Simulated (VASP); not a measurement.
## CuWO2: density of states with PBE+U

CuWO2:

```
W Cu O
1.0
     3.65630    0.00000    0.00000
     0.00000    7.31261    0.00000
     0.00000    0.00000    3.01267
W Cu O
2 2 4
Direct
  0.50000 0.25000 0.50000
  0.50000 0.75000 0.50000
  0.00000 0.00000 0.00000
  0.00000 0.50000 0.00000
  0.00000 0.25000 0.00000
  0.00000 0.75000 0.00000
  0.50000 0.00000 0.00000
  0.50000 0.50000 0.00000
```

```
Program                 : VASP 6.6.1
Task                    : density of states
Functional              : PBE
Potentials or basis     : VASP PAW PBE potentials, release 64 (W_sv, Cu, O)
Cutoff                  : 520 eV
k mesh                  : 5 × 3 × 6
Occupations             : tetrahedron, width 0.1 eV
Spin                    : collinear spin, antiferromagnetic start
Starting moments        : [-1.0, -1.0, 1.0, 1.0, 0.0, 0.0, 0.0, 0.0] μB
Hubbard terms           : Cu d U = 6.66 eV
Dipole correction       : no
k mesh for the DOS      : 8 × 5 × 9
Occupations for the DOS : tetrahedron
Further INCAR settings  : ALGO = Normal; EDIFF = 1e-07
```

```json
{
 "Net moment": "-3.28 μB per cell",
 "Site moments": "W -1.35; Cu -0.04; O -0.01 μB",
 "Valence electrons inside the program's atomic spheres": "W 11.61; Cu 10.57; O 5.02"
}
```

Levels at points of the mesh, in eV from the Fermi level:
Spin up:
| k point | band 32 | band 33 | band 34 | band 35 | band 36 | band 37 | band 38 | band 39 |
| --- | --- | --- | --- | --- | --- | --- | --- | --- |
| (0.00, 0.00, 0.00) | -3.38 | -3.32 | -3.00 | -2.21 | -1.89 | -0.10 | -0.01 | 0.15 |
| (0.50, 0.00, 0.00) | -2.98 | -2.21 | -1.89 | -0.45 | 0.17 | 0.56 | 0.60 | 0.97 |
Spin down:
```
           k point  band 37  band 38  band 39  band 40  band 41  band 42
(0.00, 0.00, 0.00)    -1.05    -0.94    -0.85    -0.70    -0.58    -0.41
(0.50, 0.00, 0.00)    -0.71    -0.40     0.10     0.92     1.87     2.18
```

Eigenvalues of the final occupation matrices:
| site | spin | trace | eigenvalues |
| --- | --- | --- | --- |
| site 3 d | 1 | 4.77 | 0.92 0.96 0.96 0.96 0.97 |
| site 3 d | 2 | 4.81 | 0.93 0.95 0.97 0.97 0.99 |
| site 4 d | 1 | 4.77 | 0.92 0.96 0.96 0.96 0.97 |
| site 4 d | 2 | 4.81 | 0.93 0.95 0.97 0.97 0.99 |

Wall time 8.4 min on 1 thread of Intel(R) Xeon(R) Platinum 8488C (Sapphire Rapids), with other jobs on the host, peak memory 0.48 GiB.

Caveat: the bands computed are all filled at some k points, so no gap is given; spin-orbit coupling is left out, which moves the levels of the heavy elements. The state reached can hang on the start; a lower one may exist.
